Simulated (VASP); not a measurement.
Here is a VASP 6.6.1 calculation.

File INCAR:

```
SYSTEM = Al
PREC = Accurate
ENCUT = 520
EDIFF = 1E-7
ISMEAR = -1
SIGMA = 0.1
LREAL = .False.
LASPH = .True.
NELM = 60
ALGO = Normal
ISIF = 2
LWAVE = .False.
LCHARG = .False.
GGA = CA
NBANDS = 8
```

The input KPOINTS:

```
regular mesh
0
Gamma
  12 12 12
  0 0 0
```

The input POSCAR:

```
Al
1.0
    0.0000000000      2.1027576040      2.1027576040
    2.1027576040      0.0000000000      2.1027576040
    2.1027576040      2.1027576040      0.0000000000
Al
1
Direct
    0.0000000000      0.0000000000      0.0000000000
```

Potentials or basis: VASP PAW LDA potentials, release 64 (Al).

Run with:

```sh
$ cat potpaw_LDA.64/Al/POTCAR > POTCAR
$ mpirun -np 1 vasp_std > vasp.out
```

Estimate the pressure.

-9.4 GPa.
